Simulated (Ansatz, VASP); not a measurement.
**Two plane-wave programs on MgO2**

```xyz
3
Lattice="1.5785 0.9113 3.4619 -1.5785 0.9113 3.4619 0.0000 -1.8227 3.4619" Properties=species:S:1:pos:R:3 pbc="T T T"
Mg    0.0000    0.0000    0.0000
O     0.0000    0.0000    4.4567
O     0.0000    0.0000    5.9290
```

Alike in both runs: task single point; functional r2SCAN; k mesh 6 × 6 × 6; no spin polarisation.

|  | VASP | Ansatz |
| --- | --- | --- |
| version | VASP 6.6.1 | Ansatz 0.2.0 |
| potentials or method | VASP PAW PBE potentials, release 64 (Mg, O) | plane waves |
| plane-wave cutoff (eV) | 520 | 500 |
| occupations | gaussian, width 0.01 eV | fixed |
| valence electrons in the cell | 14 | 22 |

|  | VASP | Ansatz | Ansatz less VASP |
| --- | --- | --- | --- |
| gap on the k mesh at the Fermi level (eV) | 3.13 | 3.16 | +0.033 |
| pressure (GPa) | -0.3 | 0.0 | +0.29 |
| traceless stress, the component that is largest in VASP (GPa) | 1.63 | 0.00 | -1.636 |
| rms of the force components (eV/Å) | 0.137 | 0.000 | -0.1368 |

VASP's potentials were made for PBE, not for r2SCAN. Atom by atom the forces differ by 0.138 eV/Å (rms over components). VASP's potentials hold 14 valence electrons a cell and Ansatz's 22, so a difference there can come from the potentials and not from the codes.
